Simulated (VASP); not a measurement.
Input of a VASP 6.6.1 run:

Contents of INCAR:

```
  ALGO = Fast
  EDIFF = 1E-6
  ENCUT = 520
  GGA = PE
  ISIF = 2
  ISMEAR = 0
  LASPH = T
  LCHARG = T
  LELF = T
  LREAL = F
  LVHAR = T
  LWAVE = F
  NBANDS = 14
  NELM = 60
  PREC = Accurate
  SIGMA = 0.15
```

File KPOINTS:

```
k-points
0
Gamma
  16 16 16
```

POSCAR

```
AlNi
1.0
    2.2673216831     -2.2672841629      0.0000000000
    2.2673216831      2.2672841629      0.0000000000
    0.0000000000      0.0000000000      2.9004437058
Al Ni
1 1
Direct
    0.0000000000      0.0000000000      0.0000000000
    0.5000000000      0.5000000000      0.5000000000
```

Potentials or basis: VASP PAW PBE potentials, release 64 (Al, Ni).

The run is started by

```bash
$ cat potpaw_PBE.64/Al/POTCAR potpaw_PBE.64/Ni/POTCAR > POTCAR
$ mpirun -np 1 vasp_std > vasp.out
```

Question: Estimate the pressure.

Answer: -19.8 GPa.

Question: What does it give for the band gap on the k mesh?

Answer: Zero (an odd number of electrons rules out a gap without spin polarisation).

Stress tensor (GPa, compression positive):
```
-21.40   0.00   0.00
  0.00 -21.40   0.00
  0.00   0.00 -16.65
```

Caveat: the cell differs from its parent crystal (normal strain along x +0.1100, normal strain along y +0.1100); the cell stands under tension. Spin polarisation is off, so any magnetic state and its effect on volume and gap are missing.
